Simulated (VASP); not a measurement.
SbMo: single point with PBE

SbMo:

```
CELL_PARAMETERS angstrom
0.00000 2.76013 2.76013
2.76013 0.00000 2.76013
2.76013 2.76013 0.00000
ATOMIC_POSITIONS crystal
Mo 0.50000 0.50000 0.50000
Sb 0.00000 0.00000 0.00000
```

- Program: VASP 6.6.1
- Task: single point
- Functional: PBE
- Potentials or basis: VASP PAW PBE potentials, release 64 (Mo_sv, Sb)
- Cutoff: 520 eV
- k mesh: 10 × 10 × 10
- Occupations: gaussian, width 0.05 eV
- Spin: no spin polarisation
- Dipole correction: no
- Further INCAR settings: ALGO = Normal; EDIFF = 1e-06; NBANDS = 16

```yaml
Pressure: -0.1 GPa
```

Levels at points of the mesh, in eV from the Fermi level:
| k point | band 6 | band 7 | band 8 | band 9 | band 10 | band 11 | band 12 | band 13 | band 14 | band 15 |
| --- | --- | --- | --- | --- | --- | --- | --- | --- | --- | --- |
| (0.00, 0.00, 0.00) | -1.38 | -1.38 | -1.38 | -0.97 | -0.97 | 1.18 | 1.18 | 1.18 | 6.47 | 7.06 |
| (0.50, 0.00, 0.00) | -6.23 | -3.59 | -3.59 | -0.04 | -0.04 | 0.66 | 3.90 | 6.27 | 6.27 | 6.30 |
| (0.50, 0.50, 0.00) | -4.51 | -2.70 | -1.32 | -1.32 | -0.31 | 0.49 | 0.49 | 1.48 | 3.89 | 8.68 |

Wall time 17 s on 1 thread of AMD EPYC 9R45 96-Core Processor (Zen 5), with other jobs on the host, peak memory 0.16 GiB.

Caveat: spin-orbit coupling is left out, which moves the levels of the heavy elements.
